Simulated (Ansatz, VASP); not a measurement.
## SnO2 in VASP and in Ansatz

```
Sn O
1.0
     0.00000    2.62619    2.51713
     2.62619    0.00000    2.51713
     2.62619    2.62619    0.00000
Sn O
1 2
Direct
  0.00000 0.00000 0.00000
  0.25000 0.25000 0.25000
  0.75000 0.75000 0.75000
```

Change from the starting cell: epitaxial_xy strain +3.7%.

Alike in both runs: task single point; functional PBE; k mesh 8 × 8 × 8; occupations fermi-dirac, width 0.02 eV; no spin polarisation.

```csv
,VASP,Ansatz
version,VASP 6.6.1,Ansatz 0.2.0
potentials or method,"VASP PAW PBE potentials, release 64 (Sn_d, O)","plane waves, PAW"
plane-wave cutoff (eV),600,420
valence electrons in the cell,26,26
```

```csv
,VASP,Ansatz,Ansatz less VASP
pressure (GPa),-3.1,-3.4,-0.30
"traceless stress, the component that is largest in VASP (GPa)",11.46,11.46,+0.001
```

The functional is the same, so the differences come from potentials, cutoffs and numerics.
